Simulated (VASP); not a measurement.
Here is a VASP 6.6.1 calculation.

Contents of INCAR:

```
ALGO = Normal
EDIFF = 1E-7
EDIFFG = -0.002
ENCUT = 600
IBRION = 2
ISIF = 3
ISMEAR = 0
LASPH = True
LCHARG = False
LREAL = False
LWAVE = False
NELM = 60
NSW = 100
PREC = Accurate
PSTRESS = 150.0
SIGMA = 0.01
```

Contents of KPOINTS:

```
k-points
0
Gamma
  8 8 8
```

The input POSCAR:

```
Si
1.0
    2.7009789307      2.7009789307      0.0000000000
   -2.7009789307      2.7009789307      0.0000000000
    0.0000000000      2.7009789307      2.7009789307
Si
2
Direct
    0.2500000000      0.7500000000      0.5000000000
    0.0000000000      0.0000000000      0.0000000000
```

Potentials or basis: VASP PAW LDA potentials, release 64 (Si).

Launch:

```bash
$ cat potpaw_LDA.64/Si/POTCAR > POTCAR
$ mpirun -np 1 vasp_std > vasp.out
```

**Question.** Predict the relaxed volume.

**Answer.** 17.48 Å³/atom.

**Question.** Predict the band gap on the k mesh.

**Answer.** 0.28 eV, indirect (least direct gap 2.57 eV).

**Question.** Estimate the space group after relaxing (to 0.05 Å).

**Answer.** Fd-3m (No. 227).

**Question.** What does it give for the relaxed cell?

**Answer.** a = 3.670 Å, b = 3.670 Å, c = 3.670 Å, α = 60.00°, β = 60.00°, γ = 90.00°.

Final structure:
```
Si
1.0
     2.59519    2.59519    0.00000
    -2.59519    2.59519    0.00000
     0.00000    2.59519    2.59519
Si
2
Cartesian
  -1.2976 3.8928 1.2976
  0.0000 0.0000 0.0000
```

Caveat: the cell is relaxed towards a set pressure, so the enthalpy falls and the energy may rise. LDA usually gives volumes a few per cent too small.
